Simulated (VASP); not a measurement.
# GaN (P6_3mc) in VASP: a series of runs

GaN is run at these levels: PBE; tasks: single point.

Everything below comes from runs of VASP 6.6.1. Logs are shortened: lines on timing, memory, paths and dates and some standing lists are left out, and cuts for length are marked.

## 1. The cell of the first run

Symmetry: P6_3mc, No. 186, hexagonal system. The conventional cell has a = 3.309 Å, b = 3.309 Å, c = 4.960 Å, α = 90.00°, β = 90.00°, γ = 120.00°. Ga (site symmetry 3m) has 4 N at 1.87 to 2.01 Å within 2.5 Å. Within 2.5 Å of N (site symmetry 3m) lie 4 Ga at 1.87 to 2.01 Å.

## 2. Single point, PBE

INCAR reads:

```
SYSTEM = GaN
ALGO = Normal
EDIFF = 1E-6
ENCUT = 520
GGA = PE
ISIF = 2
ISMEAR = 0
LASPH = .True.
LCHARG = .False.
LREAL = .False.
LWAVE = .False.
NBANDS = 26
NELM = 80
PREC = Accurate
SIGMA = 0.05
```

KPOINTS reads:

```
k-points
0
Gamma
  12 12 6
  0 0 0
```

POSCAR reads:

```
GaN
1.0
    3.3091362245      0.0000000000      0.0000000000
   -1.6545681123      2.8657960350      0.0000000000
    0.0000000000      0.0000000000      4.9595347001
Ga N
2 2
Direct
    0.3333333333      0.6666666667      0.9991316875
    0.6666666667      0.3333333333      0.4991316875
    0.3333333333      0.6666666667      0.3758683125
    0.6666666667      0.3333333333      0.8758683125
```

Potentials or basis: VASP PAW PBE potentials, release 64 (Ga_d, N).

Started as:

```
> cat potpaw_PBE.64/Ga_d/POTCAR potpaw_PBE.64/N/POTCAR > POTCAR
> mpirun -np 1 vasp_std > vasp.out
```

OUTCAR:

```text
SYSTEM = GaN
   EDIFF = 1E-6
   ENCUT = 520
   GGA = PE
   ISIF = 2
   ISMEAR = 0
   LASPH = .True.
   LREAL = .False.
   NELM = 80
   PREC = Accurate

 ion  position               nearest neighbor table
   1  0.333  0.667  0.999-   3 1.87   4 2.01   4 2.01   4 2.01
   2  0.667  0.333  0.499-   4 1.87   3 2.01   3 2.01   3 2.01
   3  0.333  0.667  0.376-   1 1.87   2 2.01   2 2.01   2 2.01
   4  0.667  0.333  0.876-   2 1.87   1 2.01   1 2.01   1 2.01

  LATTYP: Found a hexagonal cell.
 ALAT       =     3.3091362245
 C/A-ratio  =     1.4987399622

  Lattice vectors:

 A1 = (   3.3091362245,   0.0000000000,   0.0000000000)
 A2 = (  -1.6545681123,   2.8657960350,   0.0000000000)
 A3 = (   0.0000000000,   0.0000000000,   4.9595347001)

Analysis of symmetry for initial positions (statically):
=====================================================================
 Subroutine PRICEL returns:
 Original cell was already a primitive cell.

 Routine SETGRP: Setting up the symmetry group for a
 hexagonal supercell.

 Subroutine GETGRP returns: Found 12 space group operations
 (whereof  6 operations were pure point group operations)
 out of a pool of 24 trial point group operations.

The static configuration has the point symmetry C_3v.
 The point group associated with its full space group is C_6v.

Analysis of symmetry for dynamics (positions and initial velocities):
=====================================================================
 Subroutine PRICEL returns:
 Original cell was already a primitive cell.

 Routine SETGRP: Setting up the symmetry group for a
 hexagonal supercell.

 Subroutine GETGRP returns: Found 12 space group operations
 (whereof  6 operations were pure point group operations)
 out of a pool of 24 trial point group operations.

The dynamic configuration has the point symmetry C_3v.
 The point group associated with its full space group is C_6v.

 Subroutine INISYM returns: Found 12 space group operations
 (whereof  6 operations are pure point group operations),
 and found     1 'primitive' translations

----------------------------------------------------------------------------------------

                                     Primitive cell

  volume of cell :      47.0328

  direct lattice vectors                    reciprocal lattice vectors
[... 83 lines left out ...]
   ISTART =      0    job   : 0-new  1-cont  2-samecut
   ICHARG =      2    charge: 1-file 2-atom 10-const
   ISPIN  =      1    spin polarized calculation?
   LNONCOLLINEAR =      F non collinear calculations
   LSORBIT =      F    spin-orbit coupling
   LASPH  =      T    aspherical Exc in radial PAW
   ENCUT  =  520.0 eV  38.22 Ry    6.18 a.u.   6.15  6.15  9.22*2*pi/ulx,y,z
   NELM   =     80;   NELMIN=  2; NELMDL= -5     # of ELM steps
   EDIFF  = 0.1E-05   stopping-criterion for ELM
   LREAL  =      F    real-space projection
   EDIFFG = 0.1E-04   stopping-criterion for IOM
   NSW    =      0    number of steps for IOM
   IBRION =     -1    ionic relax: 0-MD 1-quasi-New 2-CG
   NFREE  =      0    steps in history (QN), initial steepest desc. (CG)
   ISIF   =      2    stress and relaxation
   ISYM   =      2    0-nonsym 1-usesym 2-fastsym
   POTIM  = 0.5000    time-step for ionic-motion
   TEBEG  =    0.0;   TEEND  =   0.0 temperature during run
   PSTRESS=    0.0 pullay stress
   NELECT =      36.0000    total number of electrons
   NUPDOWN=      -1.0000    fix difference up-down
   EMIN   =  10.00;   EMAX   =-10.00  energy-range for DOS
   EFERMI =   0.00;   METHOD = LEGACY
   ISMEAR =     0;   SIGMA  =   0.05  broadening in eV -4-tet -1-fermi 0-gaus
   EFERMI_NEDOS =   21; number of points for ismear=-14 and -15
   IALGO  =     38    algorithm
   IMIX   =      4    mixing-type and parameters
     AMIX     =   0.40;   BMIX     =  1.00
     AMIX_MAG =   1.60;   BMIX_MAG =  1.00
  volume/ion in A,a.u.               =      11.76        79.35
  Fermi-wavevector in a.u.,A,eV,Ry     =   1.497529  2.829920 30.512351  2.242595
  Thomas-Fermi vector in A             =   2.609406
   LORBIT       =      0    0 simple, 1 ext, 2 COOP (PROOUT), +10 PAW based schemes
   GGA     = PE    functional components
   LHFCALC =     F    Hartree Fock is set to
   AEXX    =    0.0000 exact exchange contribution
   IVDW    =     0    specifies the selected vdW correction
   LEPSILON=     F    determine dielectric tensor
   LRPA    =     F    only Hartree local field effects (RPA)
 non-spin polarized calculation
 Gauss-broadening in eV      SIGMA  =   0.05
  energy-cutoff  :      520.00
  volume of cell :       47.03
 maximum number of plane-waves:      1303
 NGX is ok and might be reduce to    28

 number of electron      35.9999987 magnetization

 Free energy of the ion-electron system (eV)
  ---------------------------------------------------
  ext. energy  EPLUGINS =         0.00000000
  ---------------------------------------------------
  free energy    TOTEN  =       -24.07921274 eV

  energy without entropy =      -24.07921274  energy(sigma->0) =      -24.07921274

 E-fermi :   5.2687     XC(G=0): -11.5060

 val. band max:        5.0727745823   @ k =   0.0000   0.0000   0.0000
 cond. band min:       6.7419674965   @ k =   0.0000   0.0000   0.0000
 fundamental gap:      1.6691929142
 Fermi energy:         5.2686761819

 k-point     1 :       0.0000    0.0000    0.0000
  band No.  band energies     occupation
      1     -10.7742      2.00000
      2      -9.9037      2.00000
      3      -8.4024      2.00000
      4      -8.3926      2.00000
      5      -8.3926      2.00000
      6      -8.3200      2.00000
[... 685 lines left out ...]
     25      16.2790      0.00000
     26      17.5059      0.00000

 [... further k-points ...]
[... 5 lines left out ...]
  --------------------------------------------------------------------------------------
  -------------------------------------------------------------------------------------
  Total       -2.4837639     -2.4837639      6.6653210      0.0000000      0.0000000      0.0000000
  in kB      -84.6096782    -84.6096782    227.0548554      0.0000000      0.0000000      0.0000000
  external PRESSURE =      19.2784996 kB  Pullay stress =       0.0000000 kB

 VOLUME and BASIS-vectors are now :
 -----------------------------------------------------------------------------
  energy-cutoff  :      520.00
  volume of cell :       47.03
      direct lattice vectors                 reciprocal lattice vectors
     3.309136225  0.000000000  0.000000000     0.302193664  0.174471593  0.000000000
    -1.654568112  2.865796035  0.000000000     0.000000000  0.348943186  0.000000000
     0.000000000  0.000000000  4.959534700     0.000000000  0.000000000  0.201631818

 POSITION                                       TOTAL-FORCE (eV/Angst)
 -----------------------------------------------------------------------------------
     -0.00000      1.91053      4.95523        -0.000000      0.000000     -1.047976
      1.65457      0.95527      2.47546         0.000000     -0.000000     -1.047976
     -0.00000      1.91053      1.86413        -0.000000      0.000000      1.047976
      1.65457      0.95527      4.34390         0.000000     -0.000000      1.047976
 -----------------------------------------------------------------------------------
    total drift:                               -0.000000     -0.000000      0.000058

  FREE ENERGIE OF THE ION-ELECTRON SYSTEM (eV)
  ---------------------------------------------------
  free  energy   TOTEN  =       -24.0792127422 eV

  energy  without entropy=      -24.0792127421  energy(sigma->0) =      -24.07921274
```

OSZICAR:

```text
N       E                     dE             d eps       ncg     rms          rms(c)
DAV:   1     0.279997655323E+03    0.28000E+03   -0.17646E+04  4292   0.255E+03
DAV:   2     0.852517468543E+01   -0.27147E+03   -0.25668E+03  4272   0.486E+02
DAV:   3    -0.268314674371E+02   -0.35357E+02   -0.34838E+02  4656   0.142E+02
DAV:   4    -0.280701596855E+02   -0.12387E+01   -0.12329E+01  4664   0.286E+01
DAV:   5    -0.280978414937E+02   -0.27682E-01   -0.27647E-01  4900   0.410E+00    0.109E+01
DAV:   6    -0.240084945853E+02    0.40893E+01   -0.99550E+00  6568   0.487E+01    0.310E+00
DAV:   7    -0.240991958974E+02   -0.90701E-01   -0.13924E+00  4202   0.915E+00    0.270E+00
DAV:   8    -0.240934340929E+02    0.57618E-02   -0.16038E-01  6488   0.487E+00    0.865E-01
DAV:   9    -0.240786020869E+02    0.14832E-01   -0.45824E-02  6306   0.358E+00    0.364E-01
DAV:  10    -0.240792191055E+02   -0.61702E-03   -0.57495E-03  4148   0.458E-01    0.983E-02
DAV:  11    -0.240792134193E+02    0.56863E-05   -0.22051E-04  6428   0.291E-01    0.476E-02
DAV:  12    -0.240792103842E+02    0.30351E-05   -0.35374E-05  4786   0.511E-02    0.227E-02
DAV:  13    -0.240792123242E+02   -0.19400E-05   -0.86284E-06  4980   0.235E-02    0.488E-03
DAV:  14    -0.240792127422E+02   -0.41791E-06   -0.15849E-06  3552   0.208E-02
   1 F= -.24079213E+02 E0= -.24079213E+02  d E =-.703135E-11
```

stdout:

```text
POSCAR found type information on POSCAR GaN
 POSCAR found :  2 types and       4 ions
 scaLAPACK will be used
 LDA part: xc-table for (Slater+PW92), standard interpolation
 POSCAR, INCAR and KPOINTS ok, starting setup
 FFT: planning ... GRIDC
 FFT: planning ... GRID_SOFT
 FFT: planning ... GRID
 WAVECAR not read
 entering main loop
```

Run time: 3.3 min. Hardware: 1 thread of AMD EPYC 7R13, shared host; peak memory 0.19 GiB.

Results:

| Item | Value |
| --- | --- |
| Free energy | -24.0792 eV |
| Pressure | 1.9 GPa |
| Largest force | 1.048 eV/Å |
| Band gap on the k mesh | 1.67 eV |

Forces in eV/Å, atoms in the order of the input:
```
Ga   0.000  0.000 -1.048
Ga   0.000  0.000 -1.048
N    0.000  0.000  1.048
N    0.000  0.000  1.048
```

Caveat: the stress differs along the axes, from -8 to 23 GPa; forces of over 1 eV/Å act on the atoms, so gaps and moduli don't describe the material at rest.

## 3. Single point, PBE

This run uses another cell than the first one, of the same volume but with other edges.

INCAR reads:

```
PREC = Accurate ; ENCUT = 520
EDIFF = 1E-6 ; ISMEAR = 0
SIGMA = 0.05 ; LREAL = F
LASPH = T ; NELM = 100
ALGO = Normal ; ISIF = 2
LWAVE = F ; LCHARG = T
GGA = PE ; LELF = T
LVHAR = T ; NBANDS = 26
```

KPOINTS reads:

```
Automatic mesh
0
Gamma
  12 12 6
```

POSCAR reads:

```
GaN
1.0
    3.1177864111      0.0000000000      0.0000000000
   -1.5588932055      2.7000822356      0.0000000000
    0.0000000000      0.0000000000      5.5869849965
Ga N
2 2
Direct
    0.3333333333      0.6666666667      0.9991316875
    0.6666666667      0.3333333333      0.4991316875
    0.3333333333      0.6666666667      0.3758683125
    0.6666666667      0.3333333333      0.8758683125
```

Potentials or basis: VASP PAW PBE potentials, release 64 (Ga_d, N).

Started as:

```
> cat potpaw_PBE.64/Ga_d/POTCAR potpaw_PBE.64/N/POTCAR > POTCAR
> mpirun -np 1 vasp_std > vasp.out
```

Run time: 2.4 min. Hardware: 1 thread of AMD EPYC 7R13, shared host; peak memory 0.18 GiB.

It converged, with:

```
Free energy            : -24.0364 eV
Pressure               : 2.4 GPa
Largest force          : 0.476 eV/Å
Band gap on the k mesh : 1.27 eV
```

Forces on the atoms (eV/Å):
```
Ga   0.000  0.000  0.476
Ga   0.000  0.000  0.476
N    0.000  0.000 -0.476
N    0.000  0.000 -0.476
```

Stress tensor (GPa, compression positive):
```
 12.58   0.00   0.00
  0.00  12.58   0.00
  0.00   0.00 -17.91
```

Levels at points of the mesh, in eV from the valence-band top:
| k point | band 14 | band 15 | band 16 | band 17 | band 18 | band 19 | band 20 | band 21 | band 22 | band 23 |
| --- | --- | --- | --- | --- | --- | --- | --- | --- | --- | --- |
| (0.00, 0.00, 0.00) | -0.70 | -0.70 | -0.44 | 0.00 | 0.00 | 1.27 | 4.79 | 8.22 | 9.14 | 10.46 |
| (0.50, 0.00, 0.00) | -5.67 | -4.04 | -2.40 | -2.16 | -1.17 | 5.06 | 5.26 | 5.44 | 7.60 | 9.57 |
| (0.00, 0.00, 0.50) | -4.34 | -0.36 | -0.36 | -0.36 | -0.36 | 4.15 | 4.15 | 7.83 | 7.83 | 10.94 |
| (0.50, 0.00, 0.50) | -6.57 | -2.20 | -2.20 | -1.83 | -1.83 | 3.89 | 3.89 | 7.33 | 7.33 | 9.59 |

Caveat: the stress differs along the axes, from -18 to 13 GPa.
